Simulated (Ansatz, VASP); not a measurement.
**NaScSe2 in VASP and in Ansatz**

```
CELL_PARAMETERS angstrom
3.99314 0.00000 0.00000
0.00000 3.99314 0.00000
0.00000 0.00000 11.59079
ATOMIC_POSITIONS crystal
Na 0.50000 0.00000 0.88873
Na 0.00000 0.50000 0.11127
Se 0.50000 0.00000 0.14965
Se 0.00000 0.50000 0.39335
Se 0.50000 0.00000 0.60665
Se 0.00000 0.50000 0.85035
Sc 0.50000 0.00000 0.36036
Sc 0.00000 0.50000 0.63964
```

Alike in both runs: task single point; functional PBE; k mesh 6 × 6 × 2; no spin polarisation.

```csv
,VASP,Ansatz
version,VASP 6.6.1,Ansatz 0.2.0
potentials or method,"VASP PAW PBE potentials, release 64 (Na_pv, Se, Sc_sv)","plane waves, PAW"
plane-wave cutoff (eV),520,420
occupations,"gaussian, width 0.01 eV",fixed
valence electrons in the cell,60,104
```

|  | VASP | Ansatz | Ansatz less VASP |
| --- | --- | --- | --- |
| gap on the k mesh at the Fermi level (eV) | 0.18 | 0.18 | +0.007 |
| pressure (GPa) | 1.0 | 0.9 | -0.14 |
| rms of the force components (eV/Å) | 0.040 | 0.028 | -0.0112 |

VASP's potentials hold 60 valence electrons a cell and Ansatz's 104, so a difference there can come from the potentials and not from the codes.
